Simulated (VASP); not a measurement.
# Al9N in VASP: relaxation of the atoms with PBEsol

Aim: the relaxation of the atoms of Al9N with PBEsol.

All numbers are computed with VASP 6.6.1; they aren't measurements. Logs are shortened: lines on timing, memory, paths and dates and some standing lists are left out, and cuts for length are marked.

## (1) The cell of the first run

The cell holds a slab with vacuum, 10 atoms: a = 2.836 Å, b = 9.744 Å, c = 20.252 Å, α = 90.00°, β = 90.00°, γ = 98.37°.

## (2) Relaxation of the atoms, PBEsol

The input, INCAR:

```
ALGO = Fast ; DIPOL = 0.5 0.5 0.334
EDIFF = 1E-7 ; EDIFFG = -0.025
ENCUT = 520 ; GGA = PS
IBRION = 2 ; IDIPOL = 3
ISIF = 2 ; ISMEAR = 0
LASPH = T ; LCHARG = F
LDIPOL = T ; LREAL = F
LWAVE = F ; NELM = 60
NSW = 36 ; PREC = Accurate
SIGMA = 0.1
```

The input, KPOINTS:

```
k-points
0
Gamma
  9 3 1
```

The input, POSCAR:

```
Al9N
1.0
    2.8360890836      0.0000000000      0.0000000000
   -1.4180445418      9.6401013232      0.0000000000
    0.0000000000      0.0000000000     20.2523775136
Al N
9 1
Selective dynamics
Direct
    0.5324569575      0.0649139150      0.1975076752  F F F
    0.6709806898      0.3419613796      0.2463716781  F F F
    0.2986854362      0.5973708725      0.2561444786  F F F
    0.9263901827      0.8527803654      0.2659172793  F F F
    0.0640247854      0.1277465523      0.3150759955  F F F
    0.2000840310      0.4041004175      0.3702277332  F F F
    0.8287416372      0.6594765630      0.3778305230  F F F
    0.4529560437      0.9112537656      0.3867831574  F F F
    0.5925587481      0.1816395522      0.4321654338  F F F
    1.0925587481      0.1816395522      0.4891481651  F F T
```

Potentials or basis: VASP PAW PBE potentials, release 64 (Al, N).

Started as:

```
$ cat potpaw_PBE.64/Al/POTCAR potpaw_PBE.64/N/POTCAR > POTCAR
$ mpirun -np 1 vasp_std > vasp.out
```

OUTCAR:

```text
EDIFF = 1E-7
   EDIFFG = -0.025
   ENCUT = 520
   GGA = PS
   IBRION = 2
   ISIF = 2
   ISMEAR = 0
   LASPH = T
   LREAL = F
   NELM = 60
   NSW = 36
   PREC = Accurate

 ion  position               nearest neighbor table
   1  0.532  0.065  0.198-   5 2.84   5 2.84   2 2.85   4 2.85   4 2.85
   2  0.671  0.342  0.246-   3 2.85   3 2.85   1 2.85   5 2.87   5 2.87   6 2.94   6 2.95
   3  0.299  0.597  0.256-   2 2.85   2 2.85   4 2.85   4 2.85   7 2.90   7 2.91   6 2.97
   4  0.926  0.853  0.266-   5 2.83   3 2.85   3 2.85   1 2.85   1 2.85   8 2.88   8 2.89   7 2.93

   5  0.064  0.128  0.315-   9 2.81   9 2.81   4 2.83   1 2.84   1 2.84   2 2.87   2 2.87   6 2.89
                             8 2.91   8 2.92
   6  0.200  0.404  0.370-   7 2.84   7 2.85   9 2.86   9 2.87   5 2.89   2 2.94   2 2.95   3 2.97

   7  0.829  0.659  0.378-   8 2.81   8 2.82   6 2.84   6 2.85   3 2.90   3 2.91   4 2.93
   8  0.453  0.911  0.387-   9 2.76   7 2.81   7 2.82   4 2.88   4 2.89   5 2.91   5 2.92
   9  0.593  0.182  0.432-  10 1.83  10 1.83   8 2.76   5 2.81   5 2.81   6 2.86   6 2.87
  10  0.093  0.182  0.489-   9 1.83   9 1.83

  LATTYP: Found a base centered orthorhombic cell.
 ALAT       =     2.8360890836
 B/A-ratio  =     6.7981653883
 C/A-ratio  =     7.1409525289

  Lattice vectors:

 A1 = (   1.4180445418,  -9.6401013232,   0.0000000000)
 A2 = (   1.4180445418,   9.6401013232,   0.0000000000)
 A3 = (   0.0000000000,   0.0000000000,  20.2523775136)

Analysis of symmetry for initial positions (statically):
=====================================================================
 Subroutine PRICEL returns:
 Original cell was already a primitive cell.

 Routine SETGRP: Setting up the symmetry group for a
 base centered orthorhombic supercell.

 Subroutine GETGRP returns: Found  1 space group operations
 (whereof  1 operations were pure point group operations)
 out of a pool of  8 trial point group operations.

The static configuration has the point symmetry C_1 .

Analysis of symmetry for dynamics (positions and initial velocities):
=====================================================================
 Subroutine PRICEL returns:
 Original cell was already a primitive cell.

 Routine SETGRP: Setting up the symmetry group for a
 base centered orthorhombic supercell.

 Subroutine GETGRP returns: Found  1 space group operations
 (whereof  1 operations were pure point group operations)
[... 156 lines left out ...]
   EMIN   =  10.00;   EMAX   =-10.00  energy-range for DOS
   EFERMI =   0.00;   METHOD = LEGACY
   ISMEAR =     0;   SIGMA  =   0.10  broadening in eV -4-tet -1-fermi 0-gaus
   EFERMI_NEDOS =   21; number of points for ismear=-14 and -15
   IALGO  =     68    algorithm
   IMIX   =      4    mixing-type and parameters
     AMIX     =   0.40;   BMIX     =  1.00
     AMIX_MAG =   1.60;   BMIX_MAG =  1.00
  volume/ion in A,a.u.               =      55.37       373.66
  Fermi-wavevector in a.u.,A,eV,Ry     =   0.632945  1.196092  5.450750  0.400619
  Thomas-Fermi vector in A             =   1.696433
   LORBIT       =      0    0 simple, 1 ext, 2 COOP (PROOUT), +10 PAW based schemes
   GGA     = PS    functional components
   LHFCALC =     F    Hartree Fock is set to
   AEXX    =    0.0000 exact exchange contribution
   IVDW    =     0    specifies the selected vdW correction
   LEPSILON=     F    determine dielectric tensor
   LRPA    =     F    only Hartree local field effects (RPA)
 conjugate gradient relaxation of ions
 non-spin polarized calculation
 RMM-DIIS sequential band-by-band and
 Gauss-broadening in eV      SIGMA  =   0.10
  energy-cutoff  :      520.00
  volume of cell :      553.70
 maximum number of plane-waves:     14935
 NGX is ok and might be reduce to    24
   NGX = 11   NGY = 37   NGZ = 75

--------------------------------------- Ionic step        1  -------------------------------------------

 number of electron      31.9999998 magnetization

 Free energy of the ion-electron system (eV)
  ---------------------------------------------------
  ext. energy  EPLUGINS =         0.00000000
  ---------------------------------------------------
  free energy    TOTEN  =       -40.64017691 eV

  energy without entropy =      -40.61367049  energy(sigma->0) =      -40.62692370

------------------------ aborting loop because EDIFF is reached ----------------------------------------

  FORCE on cell =-STRESS in cart. coord.  units (eV):
  Direction    XX          YY          ZZ          XY          YZ          ZX
  --------------------------------------------------------------------------------------
  -------------------------------------------------------------------------------------
  Total       -3.7714645     -4.8640153     -1.4305164      1.1332779      0.2120583     -0.0902521
  in kB      -10.9129742    -14.0743398     -4.1392909      3.2792123      0.6136043     -0.2611503
  external PRESSURE =      -9.7088683 kB  Pullay stress =       0.0000000 kB
[... 119 lines left out ...]
--------------------------------------- Ionic step        4  -------------------------------------------

 number of electron      31.9999999 magnetization

 dipolmoment           0.000000      0.000000      0.272588 electrons x Angstroem

 Free energy of the ion-electron system (eV)
  ---------------------------------------------------
  ext. energy  EPLUGINS =         0.00000000
  ---------------------------------------------------
  free energy    TOTEN  =       -40.85465019 eV

  energy without entropy =      -40.83206000  energy(sigma->0) =      -40.84335510

 E-fermi :  -1.4641     XC(G=0):  -3.7954

 val. band max:       -1.4655597094   @ k =   0.2222   0.3333   0.0000
 cond. band min:      -1.4351542648   @ k =  -0.2222   0.3333   0.0000
 fundamental gap:      0.0304054446
 Fermi energy:        -1.4640728444

 k-point     1 :       0.0000    0.0000    0.0000
  band No.  band energies     occupation
      1     -15.1215      2.00000
      2     -11.5007      2.00000
      3      -9.9968      2.00000
      4      -9.9224      2.00000
      5      -8.8078      2.00000
      6      -7.4161      2.00000
[... 339 lines left out ...]
     21       1.1815      0.00000
     22       1.6443      0.00000

------------------------ aborting loop because EDIFF is reached ----------------------------------------

 vacuum level on the upper side and lower side of the slab       (xc-potential included)         0.833        -0.965

  FORCE on cell =-STRESS in cart. coord.  units (eV):
  Direction    XX          YY          ZZ          XY          YZ          ZX
  --------------------------------------------------------------------------------------
  -------------------------------------------------------------------------------------
  Total        2.1339304     -4.9500039      0.9200195      1.0932172      0.5658526     -0.0910598
  in kB        6.1746643    -14.3231534      2.6621354      3.1632939      1.6373307     -0.2634873
  external PRESSURE =      -1.8287846 kB  Pullay stress =       0.0000000 kB
[... 25 lines left out ...]
  FREE ENERGIE OF THE ION-ELECTRON SYSTEM (eV)
  ---------------------------------------------------
  free  energy   TOTEN  =       -40.8546501922 eV

  energy  without entropy=      -40.8320600004  energy(sigma->0) =      -40.84335510

 reached required accuracy - stopping structural energy minimisation

 vacuum level on the upper side and lower side of the slab         4.589         2.757
```

OSZICAR:

```text
N       E                     dE             d eps       ncg     rms          rms(c)
DAV:   1     0.151815488882E+03    0.15182E+03   -0.96719E+03   616   0.101E+03
DAV:   2    -0.193100387196E+02   -0.17113E+03   -0.16506E+03   884   0.178E+02
DAV:   3    -0.447306393501E+02   -0.25421E+02   -0.22979E+02   948   0.581E+01
[... 87 lines left out ...]
RMM:   8    -0.408546477655E+02   -0.12180E-05   -0.32868E-07   463   0.302E-03    0.963E-04
RMM:   9    -0.408546485569E+02   -0.79137E-06   -0.17797E-07   412   0.200E-03    0.633E-04
RMM:  10    -0.408546492070E+02   -0.65009E-06   -0.57969E-08   380   0.130E-03    0.277E-04
RMM:  11    -0.408546501649E+02   -0.95788E-06   -0.96312E-08   394   0.116E-03    0.250E-04
RMM:  12    -0.408546501922E+02   -0.27300E-07   -0.10203E-08   313   0.681E-04
   4 F= -.40854650E+02 E0= -.40843355E+02  d E =-.214473E+00
```

CONTCAR:

```text
Al9N
   1.00000000000000
     2.8360890836000001    0.0000000000000000    0.0000000000000000
    -1.4180445418000001    9.6401013231999997    0.0000000000000000
     0.0000000000000000    0.0000000000000000   20.2523775135999990
  Al              N
     9     1
Selective dynamics
Direct
     0.5324569575000027    0.0649139149999982    0.1975076752000007   F   F   F
     0.6709806897999968    0.3419613796000007    0.2463716780999974   F   F   F
     0.2986854362000031    0.5973708725000009    0.2561444785999996   F   F   F
     0.9263901826999970    0.8527803654000010    0.2659172792999982   F   F   F
     0.0640247854000009    0.1277465523000032    0.3150759955000026   F   F   F
     0.2000840310000029    0.4041004174999969    0.3702277331999966   F   F   F
     0.8287416371999967    0.6594765629999984    0.3778305230000001   F   F   F
     0.4529560436999986    0.9112537656000015    0.3867831574000036   F   F   F
     0.5925587480999965    0.1816395521999965    0.4321654338000016   F   F   F
     0.0925587481000036    0.1816395521999965    0.4801549395705706   F   F   T

  0.00000000E+00  0.00000000E+00  0.00000000E+00
  0.00000000E+00  0.00000000E+00  0.00000000E+00
  0.00000000E+00  0.00000000E+00  0.00000000E+00
  0.00000000E+00  0.00000000E+00  0.00000000E+00
  0.00000000E+00  0.00000000E+00  0.00000000E+00
  0.00000000E+00  0.00000000E+00  0.00000000E+00
  0.00000000E+00  0.00000000E+00  0.00000000E+00
  0.00000000E+00  0.00000000E+00  0.00000000E+00
  0.00000000E+00  0.00000000E+00  0.00000000E+00
  0.00000000E+00  0.00000000E+00  0.00000000E+00
```

It took 32 min on 1 thread of Oxide Virtual Turin-like, shared host; peak memory 0.66 GiB.

What came out:

* Free energy: -40.8547 eV
* Energy gained by relaxing: 21.4 meV/atom
* Ionic steps: 4
* Band gap on the k mesh: zero (bands 16 and 17 overlap by 0.41 eV)

Step by step:
```csv
step,energy change (eV),largest force on free atoms (eV/Å),pressure (GPa)
1,0.0000,1.9453,-0.97
2,-0.1561,1.2806,-0.58
3,-0.2142,0.0858,-0.15
4,-0.2145,0.0055,-0.18
```

Final structure:
```yaml
crystal:
  lattice:
    - [2.83609, 0.00000, 0.00000]
    - [-1.41804, 9.64010, 0.00000]
    - [0.00000, 0.00000, 20.25238]
  atoms:
    - { symbol: Al, position: [0.53246, 0.06491, 0.19751] }
    - { symbol: Al, position: [0.67098, 0.34196, 0.24637] }
    - { symbol: Al, position: [0.29869, 0.59737, 0.25614] }
    - { symbol: Al, position: [0.92639, 0.85278, 0.26592] }
    - { symbol: Al, position: [0.06402, 0.12775, 0.31508] }
    - { symbol: Al, position: [0.20008, 0.40410, 0.37023] }
    - { symbol: Al, position: [0.82874, 0.65948, 0.37783] }
    - { symbol: Al, position: [0.45296, 0.91125, 0.38678] }
    - { symbol: Al, position: [0.59256, 0.18164, 0.43217] }
    - { symbol: N, position: [0.09256, 0.18164, 0.48015] }
```

Caveat: the PAW data sets were made with another functional, which shifts forces and pressure a little.

The gap in the log of VASP goes by the Fermi energy; the results here count the filled bands.